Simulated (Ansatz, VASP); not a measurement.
**One calculation of NaH, two programs**

```
Na H
1.0
     2.39722    2.39722    0.00000
    -2.39722    2.39722    0.00000
     0.00000    2.39722    2.39722
Na H
1 1
Direct
  0.00000 0.00000 0.00000
  0.50000 0.50000 0.00000
```

Alike in both runs: functional r2SCAN; k mesh 12 × 12 × 12; occupations fermi-dirac, width 0.08 eV; no spin polarisation.

Ansatz relaxed the structure, and its values are those at the end. VASP's run is a single point on that final structure, the one shown.

|  | VASP | Ansatz |
| --- | --- | --- |
| version | VASP 6.6.1 | Ansatz 0.2.0 |
| potentials or method | VASP PAW PBE potentials, release 64 (Na_pv, H) | PAW with Ansatz's default frozen-core files, scalar-relativistic |
| plane-wave cutoff (eV) | 520 | 500 |
| valence electrons in the cell | 8 | 10 |

|  | VASP | Ansatz | Ansatz less VASP |
| --- | --- | --- | --- |
| pressure (GPa) | -0.3 | 0.0 | +0.34 |

VASP's potentials were made for PBE, not for r2SCAN. VASP's potentials hold 8 valence electrons a cell and Ansatz's 10, so a difference there can come from the potentials and not from the codes.
